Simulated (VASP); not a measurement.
**Mg: electric field gradients with PBEsol**

Mg:

```
CELL_PARAMETERS angstrom
6.41860 0.00000 0.00000
-3.20930 5.55867 0.00000
0.00000 0.00000 10.42060
ATOMIC_POSITIONS crystal
Mg 0.16667 0.33333 0.12500
Mg 0.16667 0.33333 0.62500
Mg 0.16667 0.83333 0.12500
Mg 0.16667 0.83333 0.62500
Mg 0.66667 0.33333 0.12500
Mg 0.66667 0.33333 0.62500
Mg 0.66667 0.83333 0.12500
Mg 0.66667 0.83333 0.62500
Mg 0.33333 0.16667 0.37500
Mg 0.33333 0.16667 0.87500
Mg 0.33333 0.66667 0.37500
Mg 0.33333 0.66667 0.87500
Mg 0.83333 0.16667 0.37500
Mg 0.83333 0.16667 0.87500
Mg 0.83333 0.66667 0.37500
Mg 0.83333 0.66667 0.87500
```

```json
{
  "Program": "VASP 6.6.1",
  "Task": "electric field gradients",
  "Functional": "PBEsol",
  "Potentials or basis": "VASP PAW PBE potentials, release 64 (Mg)",
  "Cutoff": "520 eV",
  "k mesh": "6 × 6 × 4",
  "Occupations": "fermi-dirac, width 0.05 eV",
  "Spin": "no spin polarisation",
  "Dipole correction": "no",
  "Further INCAR settings": "LREAL = Auto; ALGO = Normal; EDIFF = 1e-08; NBANDS = 30"
}
```

The pressure is -1.2 GPa, the band gap on the k mesh is zero (bands 16 and 17 overlap by 1.61 eV) and the largest electric field gradient by atom is Mg +1.1 V/Å².

Stress tensor (GPa, compression positive):
```
-0.90  0.00  0.00
 0.00 -0.90  0.00
 0.00  0.00 -1.78
```

Levels at points of the mesh, in eV from the Fermi level:
```tsv
k point	band 13	band 14	band 15	band 16	band 17	band 18	band 19	band 20
(0.00, 0.00, 0.00)	-1.03	-1.03	-1.03	-1.03	-1.03	-0.39	-0.39	-0.39
(0.50, 0.00, 0.00)	-0.49	-0.49	-0.03	-0.03	1.06	1.06	1.35	1.35
(0.00, 0.00, 0.50)	-1.73	-1.73	-1.73	-1.73	0.94	0.94	0.94	0.94
(0.50, 0.00, 0.50)	-0.32	-0.32	-0.32	-0.32	1.66	1.66	1.66	1.66
```

Electric field gradients, principal values (V/Å²):
| atom | least | middle | greatest (by size) |
| --- | --- | --- | --- |
| 1 Mg | -0.527 | -0.527 | 1.053 |
| 2 Mg | -0.527 | -0.527 | 1.053 |
| 3 Mg | -0.527 | -0.527 | 1.053 |
| 4 Mg | -0.527 | -0.527 | 1.053 |
| 5 Mg | -0.527 | -0.527 | 1.053 |
| 6 Mg | -0.527 | -0.527 | 1.053 |
| 7 Mg | -0.527 | -0.527 | 1.053 |
| 8 Mg | -0.527 | -0.527 | 1.053 |
| 9 Mg | -0.527 | -0.527 | 1.053 |
| 10 Mg | -0.527 | -0.527 | 1.053 |
| 11 Mg | -0.527 | -0.527 | 1.053 |
| 12 Mg | -0.527 | -0.527 | 1.053 |
| 13 Mg | -0.527 | -0.527 | 1.053 |
| 14 Mg | -0.527 | -0.527 | 1.053 |
| 15 Mg | -0.527 | -0.527 | 1.053 |
| 16 Mg | -0.527 | -0.527 | 1.053 |

Wall time 3.5 min on 1 thread of Intel(R) Xeon(R) Platinum 8488C (Sapphire Rapids), on a shared host, peak memory 0.5 GiB.

Caveat: without QUAD_EFG the Cq values of the log hold for a quadrupole moment of 1 mb, not for the nuclei; the PAW data sets were made with another functional, which shifts forces and pressure a little.
